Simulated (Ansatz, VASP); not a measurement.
## One calculation of Al, two programs

```
Al
1.0
     2.79358    0.00000    0.00000
    -1.39679    2.41931    0.00000
     0.00000    0.00000    4.83419
Al
2
Direct
  0.33333 0.66667 0.25000
  0.66667 0.33333 0.75000
```

Alike in both runs: task single point; functional HSE06; k mesh 6 × 6 × 4; occupations fermi-dirac, width 0.05 eV; no spin polarisation.

|  | VASP | Ansatz |
| --- | --- | --- |
| version | VASP 6.6.1 | Ansatz 0.2.0 |
| potentials or method | VASP PAW PBE potentials, release 64 (Al) | Ansatz PAW |
| plane-wave cutoff (eV) | 520 | 420 |
| valence electrons in the cell | 6 | 6 |

|  | VASP | Ansatz | Ansatz less VASP |
| --- | --- | --- | --- |
| gap on the k mesh at the Fermi level (eV) | none | none | - |
| pressure (GPa) | 1.6 | 1.6 | -0.09 |
| traceless stress, the component that is largest in VASP (GPa) | -2.10 | -2.17 | -0.064 |

A gap of «none» marks a metal or a gap that the smearing closes.

The k mesh is coarse, so the values compare programs but aren't converged.
